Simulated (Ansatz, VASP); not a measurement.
## Al in VASP and in Ansatz

```
CELL_PARAMETERS angstrom
0.00000 3.10676 3.10676
3.10676 0.00000 3.10676
3.10676 3.10676 0.00000
ATOMIC_POSITIONS crystal
Al 0.50000 0.50000 0.50000
Al 0.25000 0.25000 0.25000
Al 0.75000 0.75000 0.75000
```

Alike in both runs: functional PBE; k mesh 14 × 14 × 14; occupations gaussian, width 0.1 eV; no spin polarisation.

Ansatz relaxed the structure, and its values are those at the end. VASP's run is a single point on that final structure, the one shown.

|  | VASP | Ansatz |
| --- | --- | --- |
| version | VASP 6.6.1 | Ansatz 0.2.0 |
| potentials or method | VASP PAW PBE potentials, release 64 (Al), cutoff 520 eV | scalar-relativistic, plane waves, PAW |
| valence electrons in the cell | 9 | 9 |

```csv
,VASP,Ansatz,Ansatz less VASP
gap on the k mesh at the Fermi level (eV),none,none,-
pressure (GPa),-0.1,0.0,+0.03
```

A gap of «none» marks a metal or a gap that the smearing closes.
